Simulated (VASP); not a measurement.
# Ni (Fm-3m) in VASP: a series of runs

The runs below take Ni through single point, with r2SCAN.

All numbers are computed with VASP 6.6.1; they aren't measurements. Logs are shortened: lines on timing, memory, paths and dates and some standing lists are left out, and cuts for length are marked.

### Step 1. The cell of the first run

Symmetry: Fm-3m, No. 225, cubic system. The conventional cell has a = 3.551 Å, b = 3.551 Å, c = 3.551 Å, α = 90.00°, β = 90.00°, γ = 90.00°. Within 3.3 Å of Ni (site symmetry m-3m) lie 12 Ni at 2.51 Å.

### Step 2. Single point, r2SCAN, collinear spin, ferromagnetic start

Contents of POSCAR:

```
Ni
1.0
    0.0000000000      1.7753500000      1.7753500000
    1.7753500000      0.0000000000      1.7753500000
    1.7753500000      1.7753500000      0.0000000000
Ni
1
Direct
    0.0000000000      0.0000000000      0.0000000000
```

Contents of INCAR.step1:

```
SYSTEM = Ni
PREC = Accurate
ENCUT = 520
ISMEAR = 0
SIGMA = 0.1
LREAL = .False.
LASPH = .True.
NELM = 150
ISPIN = 2
MAGMOM = 2
LMAXMIX = 4
NBANDS = 15
GGA = PE
ALGO = Normal
EDIFF = 1E-4
LWAVE = .True.
LCHARG = .False.
```

Contents of INCAR.step2:

```
SYSTEM = Ni
PREC = Accurate
ENCUT = 520
EDIFF = 1E-6
ISMEAR = 0
SIGMA = 0.1
LREAL = .False.
LASPH = .True.
NELM = 150
ALGO = Normal
ISIF = 2
LWAVE = .False.
LCHARG = .False.
ISPIN = 2
MAGMOM = 2
LORBIT = 11
LMAXMIX = 4
METAGGA = R2SCAN
LMIXTAU = .True.
NBANDS = 15
ISTART = 1
```

Contents of KPOINTS:

```
Automatic mesh
0
Gamma
  12 12 12
  0 0 0
```

Potentials or basis: VASP PAW PBE potentials, release 64 (Ni).

Launch:

```console
$ cat potpaw_PBE.64/Ni/POTCAR > POTCAR
$ cp INCAR.step1 INCAR
$ mpirun -np 1 vasp_std > vasp.out
$ cp INCAR.step2 INCAR
$ mpirun -np 1 vasp_std > vasp.out
```

OUTCAR:

```text
SYSTEM = Ni
   PREC = Accurate
   ENCUT = 520
   EDIFF = 1E-6
   ISMEAR = 0
   LREAL = .False.
   LASPH = .True.
   NELM = 150
   ISIF = 2
   ISPIN = 2
   LORBIT = 11
   METAGGA = R2SCAN
   ISTART = 1

 ion  position               nearest neighbor table
   1  0.000  0.000  0.000-

  LATTYP: Found a face centered cubic cell.
 ALAT       =     3.5507000000

  Lattice vectors:

 A1 = (   0.0000000000,   1.7753500000,   1.7753500000)
 A2 = (   1.7753500000,   0.0000000000,   1.7753500000)
 A3 = (   1.7753500000,   1.7753500000,   0.0000000000)

Analysis of symmetry for initial positions (statically):
=====================================================================
 Subroutine PRICEL returns:
 Original cell was already a primitive cell.

 Routine SETGRP: Setting up the symmetry group for a
 face centered cubic supercell.

 Subroutine GETGRP returns: Found 48 space group operations
 (whereof 48 operations were pure point group operations)
 out of a pool of 48 trial point group operations.

The static configuration has the point symmetry O_h .

Analysis of symmetry for dynamics (positions and initial velocities):
=====================================================================
 Subroutine PRICEL returns:
 Original cell was already a primitive cell.

 Routine SETGRP: Setting up the symmetry group for a
 face centered cubic supercell.

 Subroutine GETGRP returns: Found 48 space group operations
 (whereof 48 operations were pure point group operations)
 out of a pool of 48 trial point group operations.

The dynamic configuration has the point symmetry O_h .

Analysis of structural, dynamic, and magnetic symmetry:
=====================================================================
 Subroutine PRICEL returns:
 Original cell was already a primitive cell.

 Routine SETGRP: Setting up the symmetry group for a
 face centered cubic supercell.

 Subroutine GETGRP returns: Found 48 space group operations
 (whereof 48 operations were pure point group operations)
 out of a pool of 48 trial point group operations.

The overall configuration has the point symmetry O_h .

 Subroutine INISYM returns: Found 48 space group operations
 (whereof 48 operations are pure point group operations),
 and found     1 'primitive' translations

----------------------------------------------------------------------------------------

                                     Primitive cell

  volume of cell :      11.1913

  direct lattice vectors                    reciprocal lattice vectors
     0.000000000  1.775350000  1.775350000    -0.281634607  0.281634607  0.281634607
     1.775350000  0.000000000  1.775350000     0.281634607 -0.281634607  0.281634607
     1.775350000  1.775350000  0.000000000     0.281634607  0.281634607 -0.281634607

  length of vectors
     2.510724048  2.510724048  2.510724048     0.487805449  0.487805449  0.487805449

  position of ions in fractional coordinates (direct lattice)
     0.000000000  0.000000000  0.000000000

  ion indices of the primitive-cell ions
   primitive index   ion index
                 1           1

----------------------------------------------------------------------------------------

 KPOINTS: Automatic mesh

Automatic generation of k-mesh.
 Grid dimensions read from file:
 generate k-points for:   12   12   12

 Generating k-lattice:

  Cartesian coordinates                     Fractional coordinates (reciprocal lattice)
    -0.023469551  0.023469551  0.023469551     0.083333333  0.000000000  0.000000000
     0.023469551 -0.023469551  0.023469551     0.000000000  0.083333333  0.000000000
     0.023469551  0.023469551 -0.023469551     0.000000000  0.000000000  0.083333333

  Length of vectors
     0.040650454  0.040650454  0.040650454

  Shift w.r.t. Gamma in fractional coordinates (k-lattice)
     0.000000000  0.000000000  0.000000000

 Subroutine IBZKPT returns following result:
 ===========================================

 Found     72 irreducible k-points:

 Following reciprocal coordinates:
            Coordinates               Weight
[... 51 lines left out ...]
      3       6.3413      1.00000
      4       6.5021      1.00000
      5       7.7140      1.00000
      6      10.9122      0.00000
      7      14.9172      0.00000
      8      25.8623      0.00000
      9      30.7791      0.00000
     10      32.0603      0.00000
     11      41.2769      0.00000
     12      41.8670      0.00000
     13      48.6300      0.00000
     14      50.8119      0.00000
     15      52.3851      0.00000

 [... further k-points ...]

 spin component 2

 k-point     1 :       0.0000    0.0000    0.0000
  band No.  band energies     occupation
      1      -0.5434      1.00000
      2       7.4150      1.00000
      3       7.4150      1.00000
      4       7.4150      1.00000
      5       8.0511      1.00000
      6       8.0511      1.00000
      7      32.9349      0.00000
      8      37.2482      0.00000
      9      37.2484      0.00000
     10      37.2484      0.00000
     11      39.9736      0.00000
     12      39.9736      0.00000
     13      39.9737      0.00000
     14      43.2708      0.00000
     15      49.9360      0.00000

 k-point     2 :       0.0833    0.0000    0.0000
  band No.  band energies     occupation
      1      -0.2661      1.00000
      2       7.3320      1.00000
      3       7.4732      1.00000
      4       7.4732      1.00000
      5       8.0296      1.00000
      6       8.0296      1.00000
      7      31.8554      0.00000
      8      34.7636      0.00000
      9      36.5996      0.00000
     10      36.5997      0.00000
     11      40.9317      0.00000
     12      40.9317      0.00000
     13      41.3365      0.00000
     14      45.6236      0.00000
     15      47.5814      0.00000
[... 365 lines left out ...]
      3       7.2284      1.00000
      4       7.4727      1.00000
      5       9.1595      0.00076
      6      10.8815      0.00000
      7      16.1005      0.00000
      8      26.9709      0.00000
      9      29.8230      0.00000
     10      31.8512      0.00000
     11      42.4453      0.00000
     12      42.5028      0.00000
     13      46.9354      0.00000
     14      49.3341      0.00000
     15      55.0357      0.00000

 k-point    24 :      -0.4167    0.1667    0.0000
  band No.  band energies     occupation
      1       5.0879      1.00000
      2       6.3933      1.00000
      3       7.2770      1.00000
      4       7.4004      1.00000
      5       9.0298      0.09072
      6      11.3379      0.00000
      7      15.4787      0.00000
      8      25.9869      0.00000
      9      30.9626      0.00000
     10      32.1489      0.00000
     11      41.5125      0.00000
     12      41.9786      0.00000
     13      49.1263      0.00000
     14      51.9049      0.00000
     15      53.2561      0.00000

 [... further k-points ...]

------------------------ aborting loop because EDIFF is reached ----------------------------------------

  FORCE on cell =-STRESS in cart. coord.  units (eV):
  Direction    XX          YY          ZZ          XY          YZ          ZX
  --------------------------------------------------------------------------------------
  -------------------------------------------------------------------------------------
  Total       -0.7917838     -0.7917838     -0.7917838      0.0000000      0.0000000      0.0000000
  in kB     -113.3535872   -113.3535872   -113.3535872      0.0000000      0.0000000      0.0000000
  external PRESSURE =    -113.3535872 kB  Pullay stress =       0.0000000 kB

 VOLUME and BASIS-vectors are now :
 -----------------------------------------------------------------------------
  energy-cutoff  :      520.00
  volume of cell :       11.19
      direct lattice vectors                 reciprocal lattice vectors
     0.000000000  1.775350000  1.775350000    -0.281634607  0.281634607  0.281634607
     1.775350000  0.000000000  1.775350000     0.281634607 -0.281634607  0.281634607
     1.775350000  1.775350000  0.000000000     0.281634607  0.281634607 -0.281634607

 POSITION                                       TOTAL-FORCE (eV/Angst)
 -----------------------------------------------------------------------------------
      0.00000      0.00000      0.00000         0.000000      0.000000      0.000000
 -----------------------------------------------------------------------------------
    total drift:                                0.000000      0.000000      0.000000

  FREE ENERGIE OF THE ION-ELECTRON SYSTEM (eV)
  ---------------------------------------------------
  free  energy   TOTEN  =       -11.9270456840 eV

  energy  without entropy=      -11.9224578061  energy(sigma->0) =      -11.92475175

 total charge

# of ion       s       p       d       tot
------------------------------------------
    1        0.502   0.493   8.300   9.296

 magnetization (x)

# of ion       s       p       d       tot
------------------------------------------
    1       -0.011  -0.046   0.821   0.765
```

Run time: 43 s. Hardware: 1 thread of Intel Xeon 6975P-C (Granite Rapids), shared host; peak memory 0.14 GiB.

What came out:

```
Free energy                                           : -11.9270 eV
Pressure                                              : -11.3 GPa
Net moment                                            : 0.73 μB per cell
Site moments                                          : Ni +0.77 μB
Valence electrons inside the program's atomic spheres : Ni 9.30
```

Levels at points of the mesh, in eV from the Fermi level:
Spin up:
| k point | band 3 | band 4 | band 5 | band 6 | band 7 | band 8 |
| --- | --- | --- | --- | --- | --- | --- |
| (0.00, 0.00, 0.00) | -2.89 | -2.89 | -1.64 | -1.64 | 24.29 | 28.21 |
| (0.50, 0.00, 0.00) | -2.80 | -1.08 | -1.08 | -0.34 | 5.43 | 22.75 |
| (0.50, 0.50, 0.00) | -1.03 | -1.03 | -0.96 | 2.47 | 9.09 | 15.14 |
Spin down:
```csv
k point,band 1,band 2,band 3,band 4,band 5,band 6,band 7,band 8
"(0.00, 0.00, 0.00)",-9.48,-1.52,-1.52,-1.52,-0.88,-0.88,24.00,28.31
"(0.50, 0.00, 0.00)",-4.45,-1.87,-1.87,-0.59,0.18,0.18,6.13,22.62
"(0.50, 0.50, 0.00)",-4.48,-3.50,-0.17,0.55,0.55,2.19,9.43,15.18
```

Caveat: the cell stands under tension; the PAW data sets were made with another functional, which shifts forces and pressure a little.

### Step 3. Single point, r2SCAN, collinear spin, ferromagnetic start

POSCAR is that of step 2.

Contents of INCAR.step1:

```
SYSTEM = Ni
  ALGO = Normal
  EDIFF = 1E-4
  ENCUT = 520
  GGA = PE
  ISMEAR = -1
  ISPIN = 2
  LASPH = .TRUE.
  LCHARG = .FALSE.
  LMAXMIX = 4
  LREAL = .FALSE.
  LWAVE = .TRUE.
  MAGMOM = 2
  NBANDS = 15
  NELM = 150
  PREC = Accurate
  SIGMA = 0.001
```

Contents of INCAR.step2:

```
SYSTEM = Ni
  ALGO = Normal
  EDIFF = 1E-7
  ENCUT = 520
  ISIF = 2
  ISMEAR = -1
  ISPIN = 2
  ISTART = 1
  LASPH = .TRUE.
  LCHARG = .FALSE.
  LMAXMIX = 4
  LMIXTAU = .TRUE.
  LORBIT = 11
  LREAL = .FALSE.
  LWAVE = .FALSE.
  MAGMOM = 2
  METAGGA = R2SCAN
  NBANDS = 15
  NELM = 150
  PREC = Accurate
  SIGMA = 0.001
```

Contents of KPOINTS:

```
k-points
0
G
  12 12 12
  0 0 0
```

Potentials or basis: VASP PAW PBE potentials, release 64 (Ni).

Launch:

```console
$ cat potpaw_PBE.64/Ni/POTCAR > POTCAR
$ cp INCAR.step1 INCAR
$ mpirun -np 1 vasp_std > vasp.out
$ cp INCAR.step2 INCAR
$ mpirun -np 1 vasp_std > vasp.out
```

It took 52 s on 1 thread of Intel Xeon 6975P-C (Granite Rapids), shared host; peak memory 0.14 GiB.

Results (log left out):

| Quantity | Value |
| --- | --- |
| Free energy | -11.9253 eV |
| Pressure | -11.3 GPa |
| Net moment | 0.75 μB per cell |
| Site moments | Ni +0.78 μB |
| Valence electrons inside the program's atomic spheres | Ni 9.29 |

Levels at points of the mesh, in eV from the Fermi level:
Spin up:
```tsv
k point	band 1	band 2	band 3	band 4	band 5	band 6	band 7	band 8	band 9	band 10
(0.00, 0.00, 0.00)	-9.25	-2.96	-2.96	-2.96	-1.70	-1.70	24.24	28.16	28.16	28.16
(0.50, 0.00, 0.00)	-5.20	-2.87	-2.87	-1.15	-1.15	-0.40	5.37	22.70	25.07	25.07
(0.50, 0.50, 0.00)	-4.95	-4.64	-1.09	-1.09	-1.02	2.42	9.04	15.08	15.08	19.65
```
Spin down:
```
           k point  band 2  band 3  band 4  band 5  band 6  band 7
(0.00, 0.00, 0.00)   -1.57   -1.57   -1.57   -0.94   -0.94   23.95
(0.50, 0.00, 0.00)   -1.92   -1.92   -0.64    0.13    0.13    6.08
(0.50, 0.50, 0.00)   -3.55   -0.22    0.50    0.50    2.14    9.38
```

Caveat: the cell stands under tension; the PAW data sets were made with another functional, which shifts forces and pressure a little.

### Step 4. Single point, r2SCAN, collinear spin, ferromagnetic start

POSCAR is that of step 3.

Contents of INCAR.step1:

```
SYSTEM = Ni
PREC     = Accurate       ! precision mode
ENCUT    = 520            ! plane-wave cutoff, eV
ISMEAR   = -1             ! smearing method
SIGMA    = 5E-4           ! smearing width, eV
LREAL    = .False.        ! projectors in reciprocal space
LASPH    = .True.         ! aspherical terms in the spheres
NELM     = 150            ! most SCF steps
ISPIN    = 2              ! spin polarisation
MAGMOM   = 2              ! initial moments
LMAXMIX  = 4              ! l up to which the mixer works
NBANDS   = 15             ! bands
GGA      = PE             ! functional
ALGO     = Normal         ! electronic algorithm
EDIFF    = 1E-4           ! SCF threshold, eV
LWAVE    = .True.         ! write WAVECAR
LCHARG   = .False.        ! write CHGCAR
```

Contents of INCAR.step2:

```
SYSTEM = Ni
PREC     = Accurate       ! precision mode
ENCUT    = 520            ! plane-wave cutoff, eV
EDIFF    = 1E-6           ! SCF threshold, eV
ISMEAR   = -1             ! smearing method
SIGMA    = 5E-4           ! smearing width, eV
LREAL    = .False.        ! projectors in reciprocal space
LASPH    = .True.         ! aspherical terms in the spheres
NELM     = 150            ! most SCF steps
ALGO     = Normal         ! electronic algorithm
ISIF     = 2              ! what is computed and relaxed
LWAVE    = .False.        ! write WAVECAR
LCHARG   = .True.         ! write CHGCAR
ISPIN    = 2              ! spin polarisation
MAGMOM   = 2              ! initial moments
LORBIT   = 11             ! projections on sites
LMAXMIX  = 4              ! l up to which the mixer works
METAGGA  = R2SCAN         ! meta-GGA
LMIXTAU  = .True.       
LELF     = .True.         ! ELF
LVHAR    = .True.       
NBANDS   = 15             ! bands
ISTART   = 1
```

Contents of KPOINTS:

```
Automatic mesh
0
Gamma
  12 12 12
  0 0 0
```

Launch:

```console
$ cat potpaw_PBE.64/Ni/POTCAR > POTCAR
$ cp INCAR.step1 INCAR
$ mpirun -np 1 vasp_std > vasp.out
$ cp INCAR.step2 INCAR
$ mpirun -np 1 vasp_std > vasp.out
```

It took 42 s on 1 thread of Intel Xeon 6975P-C (Granite Rapids), shared host; peak memory 0.14 GiB.

It converged, with:

- Free energy: -11.9253 eV
- Pressure: -11.2 GPa
- Net moment: 0.75 μB per cell
- Site moments: Ni +0.78 μB
- Valence electrons inside the program's atomic spheres: Ni 9.29

Levels at points of the mesh, in eV from the Fermi level:
Spin up:
```
           k point  band 1  band 2  band 3  band 4  band 5  band 6  band 7  band 8  band 9  band 10
(0.00, 0.00, 0.00)   -9.25   -2.96   -2.96   -2.96   -1.70   -1.70   24.24   28.16   28.16    28.16
(0.50, 0.00, 0.00)   -5.20   -2.87   -2.87   -1.15   -1.15   -0.40    5.37   22.70   25.07    25.07
(0.50, 0.50, 0.00)   -4.95   -4.64   -1.09   -1.09   -1.02    2.42    9.04   15.08   15.08    19.65
```
Spin down:
```
           k point  band 1  band 2  band 3  band 4  band 5  band 6  band 7  band 8
(0.00, 0.00, 0.00)   -9.53   -1.57   -1.57   -1.57   -0.94   -0.94   23.95   28.26
(0.50, 0.00, 0.00)   -4.50   -1.92   -1.92   -0.64    0.13    0.13    6.08   22.57
(0.50, 0.50, 0.00)   -4.53   -3.55   -0.22    0.50    0.50    2.14    9.38   15.13
```

Caveat: the cell stands under tension; the PAW data sets were made with another functional, which shifts forces and pressure a little.

### Step 5. Single point, r2SCAN, collinear spin, ferromagnetic start

POSCAR is that of step 4.

Contents of INCAR.step1:

```
SYSTEM = Ni
  PREC = Accurate
  ENCUT = 520
  ISMEAR = 1
  SIGMA = 0.15
  LREAL = .False.
  LASPH = .True.
  NELM = 150
  ISPIN = 2
  MAGMOM = 2
  LMAXMIX = 4
  NBANDS = 15
  GGA = PE
  ALGO = Normal
  EDIFF = 1E-4
  LWAVE = .True.
  LCHARG = .False.
```

Contents of INCAR.step2:

```
SYSTEM = Ni
  PREC = Accurate
  ENCUT = 520
  EDIFF = 1E-6
  ISMEAR = 1
  SIGMA = 0.15
  LREAL = .False.
  LASPH = .True.
  NELM = 150
  ALGO = Normal
  ISIF = 2
  LWAVE = .False.
  LCHARG = .True.
  ISPIN = 2
  MAGMOM = 2
  LORBIT = 11
  LMAXMIX = 4
  METAGGA = R2SCAN
  LMIXTAU = .True.
  LELF = .True.
  LVHAR = .True.
  NBANDS = 15
  ISTART = 1
```

KPOINTS is that of step 4.

Launch:

```console
$ cat potpaw_PBE.64/Ni/POTCAR > POTCAR
$ cp INCAR.step1 INCAR
$ mpirun -np 1 vasp_std > vasp.out
$ cp INCAR.step2 INCAR
$ mpirun -np 1 vasp_std > vasp.out
```

It took 44 s on 1 thread of Intel Xeon 6975P-C (Granite Rapids), shared host; peak memory 0.14 GiB.

Results (log left out):

| Property | Result |
| --- | --- |
| Free energy | -11.9240 eV |
| Pressure | -11.4 GPa |
| Net moment | 0.73 μB per cell |
| Site moments | Ni +0.76 μB |
| Valence electrons inside the program's atomic spheres | Ni 9.30 |

Levels at points of the mesh, in eV from the Fermi level:
Spin up:
```
           k point  band 3  band 4  band 5  band 6  band 7  band 8
(0.00, 0.00, 0.00)   -2.90   -2.90   -1.64   -1.64   24.29   28.21
(0.50, 0.00, 0.00)   -2.81   -1.09   -1.09   -0.35    5.42   22.75
(0.50, 0.50, 0.00)   -1.03   -1.03   -0.96    2.47    9.09   15.13
```
Spin down:
| k point | band 2 | band 3 | band 4 | band 5 | band 6 | band 7 |
| --- | --- | --- | --- | --- | --- | --- |
| (0.00, 0.00, 0.00) | -1.52 | -1.52 | -1.52 | -0.89 | -0.89 | 23.99 |
| (0.50, 0.00, 0.00) | -1.88 | -1.88 | -0.59 | 0.18 | 0.18 | 6.13 |
| (0.50, 0.50, 0.00) | -3.51 | -0.18 | 0.55 | 0.55 | 2.18 | 9.42 |

Caveat: the cell stands under tension; the PAW data sets were made with another functional, which shifts forces and pressure a little.

### Step 6. Overview

```tsv
smearing	gap on the mesh (eV)	pressure (GPa)	moment (μB)
gaussian 0.1 eV	none	-11.3	0.73
fermi-dirac 0.001 eV	none	-11.3	0.75
fermi-dirac 0.0005 eV	none	-11.2	0.75
methfessel-paxton 0.15 eV	none	-11.4	0.73
```

Alike in all rows: task single point; level r2SCAN; potentials or basis VASP PAW PBE potentials, release 64 (Ni); spin collinear, ferromagnetic start; cell as given; k mesh 12 × 12 × 12; cutoff (eV) 520.

Caveats: the cell stands under tension; the PAW data sets were made with another functional, which shifts forces and pressure a little.

Total energies depend on the potentials used, so only differences within one code and one set of settings carry meaning.
